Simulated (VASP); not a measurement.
BN:

```
B N
1.0
     2.51215    0.00000    0.00000
    -1.25607    2.17558    0.00000
     0.00000    0.00000    8.35190
B N
2 2
Direct
  0.00000 0.00000 0.50000
  0.33333 0.66667 0.00000
  0.33333 0.66667 0.50000
  0.66667 0.33333 0.00000
```

Base run:

* Program: VASP 6.6.1
* Functional: PBE
* Potentials or basis: VASP PAW PBE potentials, release 64 (B, N)
* Cutoff: 520 eV
* k mesh: 12 × 12 × 4
* Occupations: gaussian, width 0.02 eV
* Spin: no spin polarisation

Its results: band gap on the k mesh 4.39 eV (least direct gap 4.64 eV); pressure 0.1 GPa.

The run is repeated on the same cell with these changes: functional from PBE to r2SCAN; further incar settings from ALGO = Normal; EDIFF = 1e-07; NBANDS = 16 to ALGO = Normal; EDIFF = 1e-06; NBANDS = 16. What comes out?

Band gap on the k mesh 4.63 eV (least direct gap 5.35 eV); pressure -2.7 GPa.

Caveats: this functional lacks dispersion, which binds the layers, so the pressure and a relaxed spacing across them are unreliable (at least some runs); the PAW data sets were made with another functional, which shifts forces and pressure a little (at least some runs).

A k mesh can miss the band edges.
